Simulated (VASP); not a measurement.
**Cu: single point with BLYP**

Cu:

```xyz
1
Lattice="0.0000 1.9222 1.9222 1.9222 0.0000 1.9222 1.9222 1.9222 0.0000" Properties=species:S:1:pos:R:3 pbc="T T T"
Cu    0.0000    0.0000    0.0000
```

This cell differs from its parent crystal: volume scaled by 1.12.

| Item | Value |
| --- | --- |
| Program | VASP 6.6.1 |
| Task | single point |
| Functional | BLYP |
| Potentials or basis | VASP PAW PBE potentials, release 64 (Cu) |
| Cutoff | 520 eV |
| k mesh | 24 × 24 × 24 |
| Occupations | fermi-dirac, width 0.1 eV |
| Spin | no spin polarisation |

```
Pressure : -9.2 GPa
```

Levels at points of the mesh, in eV from the Fermi level:
| k point | band 2 | band 3 | band 4 | band 5 | band 6 | band 7 | band 8 | band 9 | band 10 | band 11 |
| --- | --- | --- | --- | --- | --- | --- | --- | --- | --- | --- |
| (0.00, 0.00, 0.00) | -2.65 | -2.65 | -2.65 | -2.04 | -2.04 | 21.44 | 22.23 | 22.23 | 22.23 | 24.92 |
| (0.50, 0.00, 0.00) | -2.67 | -2.67 | -1.60 | -1.60 | -0.36 | 2.81 | 19.12 | 19.12 | 20.10 | 22.73 |
| (0.50, 0.50, 0.00) | -3.67 | -1.62 | -1.49 | -1.49 | 1.69 | 5.85 | 11.65 | 11.65 | 16.04 | 17.54 |

It took 25 s on 1 thread of Intel(R) Xeon(R) 6975P-C (Granite Rapids) (shared host), peak memory 0.17 GiB.

Caveat: the PAW data sets were made with another functional, which shifts forces and pressure a little.
